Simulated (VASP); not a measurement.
The system is ZrNb2N4.

```xyz
7
Lattice="3.1889 -4.4487 0.0000 3.1889 4.4487 0.0000 0.0000 0.0000 3.0774" Properties=species:S:1:pos:R:3 pbc="T T T"
Zr    0.0000    0.0000    0.0000
Nb    1.5945   -2.2244    1.5387
Nb    1.5945    2.2244    1.5387
N     1.4889    0.0000    1.5387
N     4.8890    0.0000    1.5387
N     3.1889   -2.3130    0.0000
N     3.1889    2.3130    0.0000
```

* Program: VASP 6.6.1
* Task: relaxation of cell and atoms
* Functional: PBE
* Potentials or basis: VASP PAW PBE potentials, release 64 (Zr_sv, Nb_sv, N)
* Cutoff: 600 eV
* k mesh: 3 × 3 × 4
* Occupations: gaussian, width 0.15 eV
* Spin: no spin polarisation

At the start: pressure -2.2 GPa; volume 12.47 Å³/atom.

Problem. Where does the relaxation end?

Solution. Over 8 steps the energy falls by 72.4 meV/atom and the volume is 12.04 Å³/atom (-3.5 %); space group Cmmm (No. 65, to 0.05 Å).

Step by step:
```
step  energy change (eV)  largest force (eV/Å)  pressure (GPa)  volume (Å³)
   1              0.0000                1.4653           -2.24        87.32
   2             -0.4345                1.0339            0.34        84.99
   3             -0.4390                0.9691            0.87        84.71
   4             -0.4682                0.4142           -2.92        84.92
   5             -0.4979                0.1185           -1.53        84.83
   6             -0.5002                0.1059            2.29        83.53
   7             -0.5041                0.0905            0.56        84.10
   8             -0.5067                0.0496            0.02        84.26
```

Final structure:
```
CELL_PARAMETERS angstrom
3.07738 -4.29094 0.00000
3.07738 4.29094 0.00000
0.00000 0.00000 3.19031
ATOMIC_POSITIONS crystal
Zr 0.00000 0.00000 0.00000
Nb 0.50000 0.00000 0.50000
Nb 0.00000 0.50000 0.50000
N 0.23944 0.23944 0.50000
N 0.76056 0.76056 0.50000
N 0.74501 0.25499 0.00000
N 0.25499 0.74501 0.00000
```

Caveat: the k points lie up to 0.49 Å⁻¹ apart in the final cell; the relaxation stopped at a loose force limit of 0.08 eV/Å, so its end isn't a converged minimum.
